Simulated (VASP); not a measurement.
Ru, 2 atoms in the cell. The structure is hexagonal, space group P6_3/mmc (No. 194). Conventional cell: a = 2.687 Å, b = 2.687 Å, c = 4.258 Å, α = 90.00°, β = 90.00°, γ = 120.00°. Within 3.5 Å of Ru (site symmetry -6m2) lie 12 Ru at 2.63 to 2.69 Å. 

- Program: VASP 6.6.1
- Task: single point
- Functional: PBEsol
- Potentials or basis: VASP PAW PBE potentials, release 64 (Ru_pv)
- Cutoff: 500 eV
- k mesh: 9 × 9 × 5
- Occupations: gaussian, width 0.05 eV
- Spin: no spin polarisation
- Dipole correction: no
- Further INCAR settings: ALGO = Normal; EDIFF = 1e-06; NBANDS = 21

Potentials or basis: VASP PAW PBE potentials, release 64 (Ru_pv).

Run with:

```sh
$ cat potpaw_PBE.64/Ru_pv/POTCAR > POTCAR
$ mpirun -np 1 vasp_std > vasp.out
```

Hardware: 1 thread of Intel(R) Xeon(R) 6975P-C (Granite Rapids) (shared host).

Q: How long does it take, and how much memory?

A: Run time: 6.4 s on 1 thread of Intel(R) Xeon(R) 6975P-C (Granite Rapids), with other jobs on the host, peak memory 0.13 GiB. Counts: scf iterations 11, k points 36.
